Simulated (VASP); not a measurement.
# TiAl3 (Amm2) in VASP: notebook

Runs on TiAl3. Level: LDA. Tasks: single point.

All numbers are computed with VASP 6.6.1; they aren't measurements. Logs are shortened: lines on timing, memory, paths and dates and some standing lists are left out, and cuts for length are marked.

## Step 1: The cell of the first run

The structure is orthorhombic, space group Amm2 (No. 38). The conventional cell has a = 3.911 Å, b = 7.821 Å, c = 7.821 Å, α = 90.00°, β = 90.00°, γ = 90.00°. Ti (site symmetry m) has 12 Al at 2.68 to 2.86 Å within 3.5 Å. Al (site symmetry mm2) has 8 Al at 2.65 to 2.87 Å and 4 Ti at 2.86 Å within 3.5 Å. Al (site symmetry mm2) has 8 Al at 2.66 to 2.88 Å and 4 Ti at 2.68 Å within 3.5 Å. Within 3.5 Å of Al (site symmetry m) lie 8 Al at 2.66 to 2.87 Å and 4 Ti at 2.77 Å. Within 3.5 Å of Al (site symmetry mm2) lie 8 Al at 2.65 to 2.78 Å and 4 Ti at 2.74 to 2.80 Å. Within 4.1 Å of Al (site symmetry mm2) lie 4 Ti at 2.74 to 2.80 Å and 14 Al at 2.75 to 4.09 Å.

## Step 2: Single point, LDA (atoms displaced along a vibrational mode)

Input file INCAR:

```
SYSTEM = TiAl3
ALGO     = Fast           ! electronic algorithm
EDIFF    = 1E-6           ! SCF threshold, eV
ENCUT    = 520            ! plane-wave cutoff, eV
GGA      = CA             ! functional
ISIF     = 2              ! what is computed and relaxed
ISMEAR   = 0              ! smearing method
LASPH    = .TRUE.         ! aspherical terms in the spheres
LCHARG   = .TRUE.         ! write CHGCAR
LELF     = .TRUE.         ! ELF
LREAL    = .FALSE.        ! projectors in reciprocal space
LVHAR    = .TRUE.       
LWAVE    = .FALSE.        ! write WAVECAR
NBANDS   = 31             ! bands
NELM     = 60             ! most SCF steps
PREC     = Accurate       ! precision mode
SIGMA    = 0.15           ! smearing width, eV
```

Input file KPOINTS:

```
k-points
0
G
  10 8 8
  0 0 0
```

Input file POSCAR:

```
TiAl3
1.0
   -3.9105245017      0.0000000000      0.0000000000
    0.0000000000      3.9105245017      3.9105245017
    0.0000000000      3.9105245017     -3.9105245017
Ti Al
2 6
Direct
    0.0000000000      0.4832503287      0.4832503287
    0.0000000000      0.0167496713      0.0167496713
    0.5000000000      0.7407940738      0.7592059262
    0.5000000000      0.2592059262      0.2407940738
    0.5000000000      0.7407940738      0.2407940738
    0.5000000000      0.2592059262      0.7592059262
    0.0000000000      0.5112783812     -0.0112783812
    0.0000000000     -0.0112783812      0.5112783812
```

Potentials or basis: VASP PAW LDA potentials, release 64 (Ti_sv, Al).

The run is started by

```console
$ cat potpaw_LDA.64/Ti_sv/POTCAR potpaw_LDA.64/Al/POTCAR > POTCAR
$ mpirun -np 1 vasp_std > vasp.out
```

OUTCAR:

```text
SYSTEM = TiAl3
   EDIFF = 1E-6
   ENCUT = 520
   GGA = CA
   ISIF = 2
   ISMEAR = 0
   LASPH = .TRUE.
   LREAL = .FALSE.
   NELM = 60
   PREC = Accurate

 ion  position               nearest neighbor table
   1  0.000  0.483  0.483-   4 2.68   4 2.68   8 2.74   7 2.74   5 2.77   5 2.77   6 2.77   6 2.77
                             8 2.80   7 2.80   3 2.86   3 2.86
   2  0.000  0.017  0.017-   4 2.68   4 2.68   8 2.74   7 2.74   6 2.77   6 2.77   5 2.77   5 2.77
                             7 2.80   8 2.80   3 2.86   3 2.86
   3  0.500  0.741  0.759-   7 2.65   7 2.65   5 2.66   6 2.66   8 2.75   8 2.75   1 2.86   2 2.86
                             1 2.86   2 2.86   6 2.87   5 2.87
   4  0.500  0.259  0.241-   5 2.66   6 2.66   1 2.68   2 2.68   1 2.68   2 2.68   7 2.78   7 2.78
                             5 2.87   6 2.87   8 2.88   8 2.88
   5  0.500  0.741  0.241-   3 2.66   4 2.66   7 2.72   7 2.72   1 2.77   1 2.77   2 2.77   2 2.77
                             8 2.82   8 2.82   4 2.87   3 2.87
   6  0.500  0.259  0.759-   3 2.66   4 2.66   7 2.72   7 2.72   2 2.77   2 2.77   1 2.77   1 2.77
                             8 2.82   8 2.82   4 2.87   3 2.87
   7  0.000  0.511  0.989-   3 2.65   3 2.65   6 2.72   5 2.72   5 2.72   6 2.72   1 2.74   2 2.74
                             4 2.78   4 2.78   2 2.80   1 2.80
   8  0.000  0.989  0.511-   1 2.74   2 2.74   3 2.75   3 2.75   1 2.80   2 2.80   5 2.82   6 2.82
                             5 2.82   6 2.82   4 2.88   4 2.88

  LATTYP: Found a simple tetragonal cell.
 ALAT       =     5.5303167863
 C/A-ratio  =     0.7071067812

  Lattice vectors:

 A1 = (   0.0000000000,   3.9105245017,   3.9105245017)
 A2 = (   0.0000000000,   3.9105245017,  -3.9105245017)
 A3 = (  -3.9105245017,   0.0000000000,   0.0000000000)

Analysis of symmetry for initial positions (statically):
=====================================================================
 Subroutine PRICEL returns:
 Original cell was already a primitive cell.

 Routine SETGRP: Setting up the symmetry group for a
 simple tetragonal supercell.

 Subroutine GETGRP returns: Found  4 space group operations
 (whereof  2 operations were pure point group operations)
 out of a pool of 16 trial point group operations.

The static configuration has the point symmetry C_1h.
 The point group associated with its full space group is C_2v.

Analysis of symmetry for dynamics (positions and initial velocities):
=====================================================================
 Subroutine PRICEL returns:
 Original cell was already a primitive cell.

 Routine SETGRP: Setting up the symmetry group for a
 simple tetragonal supercell.

 Subroutine GETGRP returns: Found  4 space group operations
 (whereof  2 operations were pure point group operations)
 out of a pool of 16 trial point group operations.

The dynamic configuration has the point symmetry C_1h.
 The point group associated with its full space group is C_2v.

 Subroutine INISYM returns: Found  4 space group operations
 (whereof  2 operations are pure point group operations),
 and found     1 'primitive' translations

----------------------------------------------------------------------------------------

                                     Primitive cell

  volume of cell :     119.6011

  direct lattice vectors                    reciprocal lattice vectors
    -3.910524502  0.000000000  0.000000000    -0.255720172  0.000000000  0.000000000
     0.000000000  3.910524502  3.910524502     0.000000000  0.127860086  0.127860086
     0.000000000  3.910524502 -3.910524502     0.000000000  0.127860086 -0.127860086

  length of vectors
     3.910524502  5.530316786  5.530316786     0.255720172  0.180821468  0.180821468

  position of ions in fractional coordinates (direct lattice)
     0.000000000  0.483250329  0.483250329
     0.000000000  0.016749671  0.016749671
     0.500000000  0.740794074  0.759205926
     0.500000000  0.259205926  0.240794074
     0.500000000  0.740794074  0.240794074
     0.500000000  0.259205926  0.759205926
     0.000000000  0.511278381  0.988721619
     0.000000000  0.988721619  0.511278381

  ion indices of the primitive-cell ions
   primitive index   ion index
                 1           1
                 2           2
                 3           3
                 4           4
                 5           5
                 6           6
                 7           7
                 8           8

----------------------------------------------------------------------------------------

 KPOINTS: k-points

Automatic generation of k-mesh.
 Grid dimensions read from file:
 generate k-points for:   10    8    8

 Generating k-lattice:

  Cartesian coordinates                     Fractional coordinates (reciprocal lattice)
    -0.025572017  0.000000000  0.000000000     0.100000000  0.000000000  0.000000000
     0.000000000  0.015982511  0.015982511     0.000000000  0.125000000  0.000000000
     0.000000000  0.015982511 -0.015982511     0.000000000  0.000000000  0.125000000

  Length of vectors
     0.025572017  0.022602684  0.022602684

  Shift w.r.t. Gamma in fractional coordinates (k-lattice)
     0.000000000  0.000000000  0.000000000

 Subroutine IBZKPT returns following result:
 ===========================================

 Found    126 irreducible k-points:

 Following reciprocal coordinates:
            Coordinates               Weight
  0.000000  0.000000  0.000000      1.000000
  0.100000  0.000000  0.000000      2.000000
  0.200000  0.000000  0.000000      2.000000
  0.300000  0.000000  0.000000      2.000000
  0.400000  0.000000  0.000000      2.000000
  0.500000  0.000000  0.000000      1.000000
[... 16 lines left out ...]
  0.400000  0.375000  0.000000      8.000000
  0.500000  0.375000  0.000000      4.000000
 [... further k-points ...]
   k-points           NKPTS =    126   k-points in BZ     NKDIM =    126   number of bands    NBANDS=     31
   number of dos      NEDOS =    301   number of ions     NIONS =      8
   total plane-waves  NPLWV =  52920
   dimension x,y,z NGX =    30 NGY =   42 NGZ =   42
   dimension x,y,z NGXF=    60 NGYF=   84 NGZF=   84
   ions per type =               2   6
   NGX,Y,Z   is equivalent  to a cutoff of  12.75, 12.63, 12.63 a.u.
   NGXF,Y,Z  is equivalent  to a cutoff of  25.51, 25.25, 25.25 a.u.
 SYSTEM =  TiAl3
   PREC   = accura    normal or accurate (medium, high low for compatibility)
   ISTART =      0    job   : 0-new  1-cont  2-samecut
   ICHARG =      2    charge: 1-file 2-atom 10-const
   ISPIN  =      1    spin polarized calculation?
   LNONCOLLINEAR =      F non collinear calculations
   LSORBIT =      F    spin-orbit coupling
   LASPH  =      T    aspherical Exc in radial PAW
   ENCUT  =  520.0 eV  38.22 Ry    6.18 a.u.   7.27 10.28 10.28*2*pi/ulx,y,z
   NELM   =     60;   NELMIN=  2; NELMDL= -5     # of ELM steps
   EDIFF  = 0.1E-05   stopping-criterion for ELM
   LREAL  =      F    real-space projection
   EDIFFG = 0.1E-04   stopping-criterion for IOM
   NSW    =      0    number of steps for IOM
   IBRION =     -1    ionic relax: 0-MD 1-quasi-New 2-CG
   NFREE  =      0    steps in history (QN), initial steepest desc. (CG)
   ISIF   =      2    stress and relaxation
   ISYM   =      2    0-nonsym 1-usesym 2-fastsym
   POTIM  = 0.5000    time-step for ionic-motion
   TEBEG  =    0.0;   TEEND  =   0.0 temperature during run
   PSTRESS=    0.0 pullay stress
   NELECT =      42.0000    total number of electrons
   NUPDOWN=      -1.0000    fix difference up-down
   EMIN   =  10.00;   EMAX   =-10.00  energy-range for DOS
   EFERMI =   0.00;   METHOD = LEGACY
   ISMEAR =     0;   SIGMA  =   0.15  broadening in eV -4-tet -1-fermi 0-gaus
   EFERMI_NEDOS =   21; number of points for ismear=-14 and -15
   IALGO  =     68    algorithm
   IMIX   =      4    mixing-type and parameters
     AMIX     =   0.40;   BMIX     =  1.00
     AMIX_MAG =   1.60;   BMIX_MAG =  1.00
  volume/ion in A,a.u.               =      14.95       100.89
  Fermi-wavevector in a.u.,A,eV,Ry     =   1.154994  2.182621 18.150311  1.334010
  Thomas-Fermi vector in A             =   2.291626
   LORBIT       =      0    0 simple, 1 ext, 2 COOP (PROOUT), +10 PAW based schemes
   GGA     = CA    functional components
   LHFCALC =     F    Hartree Fock is set to
   AEXX    =    0.0000 exact exchange contribution
   IVDW    =     0    specifies the selected vdW correction
   LEPSILON=     F    determine dielectric tensor
   LRPA    =     F    only Hartree local field effects (RPA)
 non-spin polarized calculation
 RMM-DIIS sequential band-by-band and
 Gauss-broadening in eV      SIGMA  =   0.15
  energy-cutoff  :      520.00
  volume of cell :      119.60
 maximum number of plane-waves:      3262
 NGX is ok and might be reduce to    30
   NGX = 15   NGY = 21   NGZ = 21

 number of electron      42.0000010 magnetization

 Free energy of the ion-electron system (eV)
  ---------------------------------------------------
  ext. energy  EPLUGINS =         0.00000000
  ---------------------------------------------------
  free energy    TOTEN  =       -45.21148405 eV

  energy without entropy =      -45.15942032  energy(sigma->0) =      -45.18545219

 E-fermi :   9.2307     XC(G=0): -11.1622

 val. band max:        9.2209727213   @ k =   0.2000   0.3750   0.1250
 cond. band min:       9.2353525708   @ k =   0.1000  -0.1250   0.1250
 fundamental gap:      0.0143798495
 Fermi energy:         9.2306729956

 k-point     1 :       0.0000    0.0000    0.0000
  band No.  band energies     occupation
      1     -46.9217      2.00000
      2     -46.9191      2.00000
      3     -23.6482      2.00000
      4     -23.6350      2.00000
      5     -23.6279      2.00000
      6     -23.6268      2.00000
[... 23 lines left out ...]
     30      12.9480      0.00000
     31      14.2682      0.00000
[... 751 lines left out ...]
      1     -46.9200      2.00000
      2     -46.9186      2.00000
      3     -23.6501      2.00000
      4     -23.6465      2.00000
      5     -23.6397      2.00000
      6     -23.6325      2.00000
[... 23 lines left out ...]
     30      12.1436      0.00000
     31      12.2589      0.00000

 [... further k-points ...]

------------------------ aborting loop because EDIFF is reached ----------------------------------------

  FORCE on cell =-STRESS in cart. coord.  units (eV):
  Direction    XX          YY          ZZ          XY          YZ          ZX
  --------------------------------------------------------------------------------------
  -------------------------------------------------------------------------------------
  Total        0.5159827      1.5073318      0.3129946      0.0000000      0.0000000      0.0000000
  in kB        6.9121108     20.1922367      4.1928799      0.0000000      0.0000000      0.0000000
  external PRESSURE =      10.4324092 kB  Pullay stress =       0.0000000 kB

 VOLUME and BASIS-vectors are now :
 -----------------------------------------------------------------------------
  energy-cutoff  :      520.00
  volume of cell :      119.60
      direct lattice vectors                 reciprocal lattice vectors
    -3.910524502  0.000000000  0.000000000    -0.255720172  0.000000000  0.000000000
     0.000000000  3.910524502  3.910524502     0.000000000  0.127860086  0.127860086
     0.000000000  3.910524502 -3.910524502     0.000000000  0.127860086 -0.127860086

 POSITION                                       TOTAL-FORCE (eV/Angst)
 -----------------------------------------------------------------------------------
      0.00000      3.77952      0.00000         0.000000      0.709034     -0.038391
      0.00000      0.13100      0.00000         0.000000     -0.709034     -0.038391
     -1.95526      5.86579     -0.07200         0.000000     -0.000000      0.729402
     -1.95526      1.95526      0.07200         0.000000     -0.000000     -0.630433
     -1.95526      3.83852      1.95526         0.000000      0.674948      0.018349
     -1.95526      3.98252     -1.95526         0.000000     -0.674948      0.018349
      0.00000      5.86579     -1.86705         0.000000     -0.000000     -0.266974
      0.00000      5.86579      1.86705         0.000000     -0.000000      0.208089
 -----------------------------------------------------------------------------------
    total drift:                               -0.000000      0.000000      0.000064

  FREE ENERGIE OF THE ION-ELECTRON SYSTEM (eV)
  ---------------------------------------------------
  free  energy   TOTEN  =       -45.2114840545 eV

  energy  without entropy=      -45.1594203188  energy(sigma->0) =      -45.18545219
```

Wall time 8.6 min (1 thread of Intel Xeon 6975P-C (Granite Rapids), shared host); peak memory 0.46 GiB.

Results:

```yaml
Free_energy: -45.2115 eV
Pressure: 1.0 GPa
Largest_force: 0.729 eV/Å
Band_gap_on_the_k_mesh: zero (bands 21 and 22 overlap by 0.80 eV)
```

Forces in eV/Å, atoms in the order of the input:
```
Ti   0.000  0.709 -0.038
Ti   0.000 -0.709 -0.038
Al   0.000  0.000  0.729
Al   0.000  0.000 -0.630
Al   0.000  0.675  0.018
Al   0.000 -0.675  0.018
Al   0.000  0.000 -0.267
Al   0.000  0.000  0.208
```

Caveat: the cell differs from its parent crystal (atoms displaced along a vibrational mode).

## Step 3: Single point, LDA (atoms displaced along a vibrational mode)

Input file INCAR:

```
ALGO = Fast
EDIFF = 1E-6
ENCUT = 520
GGA = CA
ISIF = 2
ISMEAR = 0
LASPH = T
LCHARG = F
LREAL = F
LWAVE = F
NBANDS = 31
NELM = 80
PREC = Accurate
SIGMA = 0.15
```

Input file KPOINTS:

```
k-points
0
Gamma
  10 8 8
```

Input file POSCAR:

```
TiAl3
1.0
   -3.9105245017      0.0000000000      0.0000000000
    0.0000000000      3.9105245017      3.9105245017
    0.0000000000      3.9105245017     -3.9105245017
Ti Al
2 6
Direct
    0.0000000000      0.4832503287      0.4832503287
    0.0000000000      0.0167496713      0.0167496713
    0.5000000000      0.7361911107      0.7638088893
    0.5000000000      0.2638088893      0.2361911107
    0.5000000000      0.7361911107      0.2361911107
    0.5000000000      0.2638088893      0.7638088893
    0.0000000000      0.5112783812     -0.0112783812
    0.0000000000     -0.0112783812      0.5112783812
```

Potentials or basis: VASP PAW LDA potentials, release 64 (Ti_sv, Al).

The run is started by

```console
$ cat potpaw_LDA.64/Ti_sv/POTCAR potpaw_LDA.64/Al/POTCAR > POTCAR
$ mpirun -np 1 vasp_std > vasp.out
```

It took 11 min on 1 thread of Intel Xeon 6975P-C (Granite Rapids), shared host; peak memory 0.45 GiB.

The run converged. Its results:

```
Free energy            : -45.0888 eV
Pressure               : 1.5 GPa
Largest force          : 1.109 eV/Å
Band gap on the k mesh : zero (bands 21 and 22 overlap by 0.77 eV)
```

Forces on the atoms (eV/Å):
```
Ti   0.000  0.714 -0.059
Ti   0.000 -0.714 -0.059
Al   0.000  0.000  1.109
Al   0.000  0.000 -0.958
Al   0.000  1.027  0.029
Al   0.000 -1.027  0.029
Al   0.000  0.000 -0.286
Al   0.000  0.000  0.197
```

Stress tensor (GPa, compression positive):
```
0.94 0.00 0.00
0.00 2.61 0.00
0.00 0.00 1.03
```

Levels at points of the mesh, in eV from the Fermi level:
```
           k point  band 19  band 20  band 21  band 22  band 23  band 24
(0.00, 0.00, 0.00)    -1.29    -1.26     0.14     0.21     0.22     0.23
(0.50, 0.00, 0.00)    -2.19    -2.18     0.08     0.47     0.71     0.86
(0.00, 0.50, 0.00)    -0.81    -0.60    -0.45    -0.10     0.04     0.61
(0.50, 0.50, 0.00)    -2.54    -2.23    -0.86    -0.15     1.03     1.05
(0.00, 0.50, 0.50)     0.18     0.33     0.48     0.54     0.75     0.79
(0.50, 0.50, 0.50)    -1.20    -0.98     0.22     0.82     0.90     0.90
```

Caveat: the cell differs from its parent crystal (atoms displaced along a vibrational mode); forces of over 1 eV/Å act on the atoms, so gaps and moduli don't describe the material at rest.
